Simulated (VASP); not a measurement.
Runs of VASP 6.6.1 on Mo. The structure is that of space group Pm-3m (No. 221), or close to it. The cells are those of the table. 

| task | level | cell | k mesh | cutoff (eV) | grid for exact exchange (PRECFOCK) | screening parameter | gap on the mesh (eV) | pressure (GPa) |
| --- | --- | --- | --- | --- | --- | --- | --- | --- |
| single point | PBE | a = 2.533 Å, 1 atom | 14 × 14 × 14 | 520 | - | - | none | 18.2 |
| single point | PBE | a = 2.604 Å, 1 atom | 12 × 12 × 12 | 520 | - | - | none | 0.5 |
| single point | PBE | a = 2.638 Å, 1 atom | 14 × 14 × 14 | 520 | - | - | none | (b) |
| single point | PBE | a = 2.704 Å, 1 atom | 14 × 14 × 14 | 520 | - | - | none | -17.1 |
| single point | HSE06 | a = 2.604 Å, 1 atom | 6 × 6 × 6 | 520 | Normal | 0.2079 1/Å | none | -7.6 |
| relaxation of cell and atoms | PBE | relaxed from a = 2.563 Å, 1 atom | 12 × 12 × 12 | 600 | - | - | none | -0.1 |
| single point | PBE | a = 2.569 Å, 1 atom | 14 × 14 × 14 | 520 | - | - | none | 7.8 |
| single point | PBE | a = 2.604 Å, 1 atom | 6 × 6 × 6 | 520 | - | - | none | (a) |

Alike in all rows: potentials or basis VASP PAW PBE potentials, release 64 (Mo_sv); no spin polarisation; smearing fermi-dirac 0.1 eV.

Fill in the values left out.

(a) -1.0; (b) -7.3.

Caveats: some runs use coarse meshes; the PAW data sets were made with another functional, which shifts forces and pressure a little (some runs).

A k mesh can miss the band edges, and the runs leave out spin-orbit coupling on Mo.

A gap of «none» marks levels without a gap at the run's occupations.
